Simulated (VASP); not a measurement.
## TiCo: single point with r2SCAN

The system is TiCo.

```xyz
2
Lattice="2.9887 0.0000 0.0000 0.0000 2.9887 0.0000 0.0000 0.0000 2.9887" Properties=species:S:1:pos:R:3 pbc="T T T"
Ti    0.0000    0.0000    0.0000
Co    1.4944    1.4944    1.4944
```

```json
{
  "Program": "VASP 6.6.1",
  "Task": "single point",
  "Functional": "r2SCAN",
  "Potentials or basis": "VASP PAW PBE potentials, release 64 (Ti_sv, Co)",
  "Cutoff": "520 eV",
  "k mesh": "12 × 12 × 12",
  "Occupations": "gaussian, width 0.05 eV",
  "Spin": "collinear spin, ferrimagnetic start",
  "Starting moments": "[0.32, -1.35] μB"
}
```

```json
{
 "Pressure": "0.3 GPa",
 "Net moment": "-0.90 μB per cell",
 "Site moments": "Ti +0.28; Co -1.38 μB",
 "Valence electrons inside the program's atomic spheres": "Ti 10.24; Co 8.32"
}
```

Levels at points of the mesh, in eV from the Fermi level:
Spin up:
```csv
k point,band 6,band 7,band 8,band 9,band 10,band 11,band 12,band 13,band 14,band 15
"(0.00, 0.00, 0.00)",-3.40,-3.40,-1.42,-1.42,-1.42,1.59,1.59,2.88,2.88,2.88
"(0.50, 0.00, 0.00)",-4.25,-1.53,-1.53,-1.17,-0.99,-0.89,0.70,0.70,1.48,2.37
"(0.50, 0.50, 0.00)",-3.97,-2.44,-2.44,0.25,0.25,1.03,1.11,1.28,2.71,2.71
"(0.50, 0.50, 0.50)",-2.54,-2.54,-2.32,-2.32,-2.32,1.07,1.07,3.26,3.26,7.75
```
Spin down:
| k point | band 7 | band 8 | band 9 | band 10 | band 11 | band 12 | band 13 | band 14 | band 15 | band 16 |
| --- | --- | --- | --- | --- | --- | --- | --- | --- | --- | --- |
| (0.00, 0.00, 0.00) | -4.70 | -2.35 | -2.35 | -2.35 | 0.56 | 0.56 | 2.90 | 2.90 | 2.90 | 9.26 |
| (0.50, 0.00, 0.00) | -3.68 | -2.50 | -2.50 | -2.05 | -1.22 | -0.29 | 0.88 | 0.88 | 2.53 | 4.36 |
| (0.50, 0.50, 0.00) | -3.14 | -3.14 | -2.37 | -1.26 | 0.66 | 0.66 | 1.31 | 2.57 | 2.57 | 3.61 |
| (0.50, 0.50, 0.50) | -3.27 | -2.34 | -2.34 | -2.05 | -2.05 | -2.05 | 3.69 | 3.69 | 7.05 | 8.67 |

Run time: 3.9 min on 1 thread of AMD EPYC 9R45 96-Core Processor (Zen 5), on a shared host, peak memory 0.18 GiB.

Caveat: the PAW data sets were made with another functional, which shifts forces and pressure a little.
